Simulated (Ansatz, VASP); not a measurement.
## ZnO in VASP and in Ansatz

```
Zn O
1.0
     3.23735    0.00000    0.00000
    -1.61868    2.80363    0.00000
     0.00000    0.00000    5.22206
Zn O
2 2
Direct
  0.66667 0.33333 0.50059
  0.33333 0.66667 0.00059
  0.66667 0.33333 0.87972
  0.33333 0.66667 0.37972
```

Alike in both runs: functional r2SCAN; k mesh 12 × 12 × 7; occupations fermi-dirac, width 0.01 eV; no spin polarisation.

Ansatz relaxed the structure, and its values are those at the end. VASP's run is a single point on that final structure, the one shown.

```csv
,VASP,Ansatz
version,VASP 6.6.1,Ansatz 0.2.0
potentials or method,"VASP PAW PBE potentials, release 64 (Zn, O)","plane-wave PAW, scalar-relativistic"
plane-wave cutoff (eV),520,500
valence electrons in the cell,36,36
```

|  | VASP | Ansatz | Ansatz less VASP |
| --- | --- | --- | --- |
| gap on the k mesh at the Fermi level (eV) | 1.23 | 1.23 | +0.003 |
| pressure (GPa) | 0.5 | -0.5 | -0.98 |
| rms of the force components (eV/Å) | 0.011 | 0.003 | -0.0079 |

VASP's potentials were made for PBE, not for r2SCAN. Ansatz's warnings: stress scf threshold loose.
